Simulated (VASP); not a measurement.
## BaF2 (Frankdicksonite): single point with PBE

BaF2 (Frankdicksonite):

```
Ba F
1.0
     0.00000    3.04393    3.04393
     3.04393    0.00000    3.04393
     3.04393    3.04393    0.00000
Ba F
1 2
Direct
  0.00000 0.00000 0.00000
  0.25000 0.25000 0.25000
  0.75000 0.75000 0.75000
```

```json
{
 "Program": "VASP 6.6.1",
 "Task": "single point",
 "Functional": "PBE",
 "Potentials or basis": "VASP PAW PBE potentials, release 64 (Ba_sv, F)",
 "Cutoff": "600 eV",
 "k mesh": "6 × 6 × 6",
 "Occupations": "fermi-dirac, width 0.05 eV",
 "Spin": "no spin polarisation"
}
```

```
Pressure               : 6.3 GPa
Band gap on the k mesh : 7.02 eV, indirect (least direct gap 7.11 eV)
```

Levels at points of the mesh, in eV from the valence-band top:
| k point | band 9 | band 10 | band 11 | band 12 | band 13 | band 14 | band 15 | band 16 |
| --- | --- | --- | --- | --- | --- | --- | --- | --- |
| (0.00, 0.00, 0.00) | -1.65 | -0.09 | -0.09 | -0.09 | 7.02 | 9.40 | 9.40 | 11.85 |
| (0.50, 0.00, 0.00) | -0.71 | -0.34 | -0.14 | -0.14 | 9.41 | 9.41 | 9.45 | 10.02 |
| (0.50, 0.50, 0.00) | -0.42 | -0.27 | -0.27 | -0.16 | 7.36 | 9.30 | 11.01 | 12.41 |

Run time: 34 s on 1 thread of AMD EPYC 7R13 Processor (Zen 3), on a shared host, peak memory 0.17 GiB.

Caveat: spin-orbit coupling is left out, which moves the levels of the heavy elements. A k mesh can miss the band edges.
